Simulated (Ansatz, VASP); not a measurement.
## Two plane-wave programs on Al3BAs4

```xyz
8
Lattice="5.3140 0.0000 0.0000 0.0000 5.3140 0.0000 0.0000 0.0000 5.3140" Properties=species:S:1:pos:R:3 pbc="T T T"
Al    2.6570    0.0000    2.6570
Al    2.6570    2.6570    0.0000
Al    0.0000    2.6570    2.6570
B     0.0000    0.0000    0.0000
As    1.3285    3.9855    3.9855
As    1.3285    1.3285    1.3285
As    3.9855    3.9855    1.3285
As    3.9855    1.3285    3.9855
```

Alike in both runs: task relaxation of cell and atoms; functional PBE; k mesh 4 × 4 × 4; occupations gaussian, width 0.1 eV; no spin polarisation.

|  | VASP | Ansatz |
| --- | --- | --- |
| version | VASP 6.6.1 | Ansatz 0.2.0 |
| potentials or method | VASP PAW PBE potentials, release 64 (Al, B, As), cutoff 600 eV | scalar-relativistic, plane waves, PAW |
| valence electrons in the cell | 32 | 72 |

VASP gave:

* gap on the k mesh at the Fermi level, each at its own relaxed structure (eV): 0.54
* relaxed volume (Å³/atom): 20.92
* relaxed cell length with the largest relative difference (Å): 5.510

Task: What did Ansatz give for the same quantities?

Result: gap on the k mesh at the Fermi level, each at its own relaxed structure (eV): 0.54; relaxed volume (Å³/atom): 20.89; relaxed cell length with the largest relative difference (Å): 5.509.

VASP's potentials hold 32 valence electrons a cell and Ansatz's 72, so a difference there can come from the potentials and not from the codes.
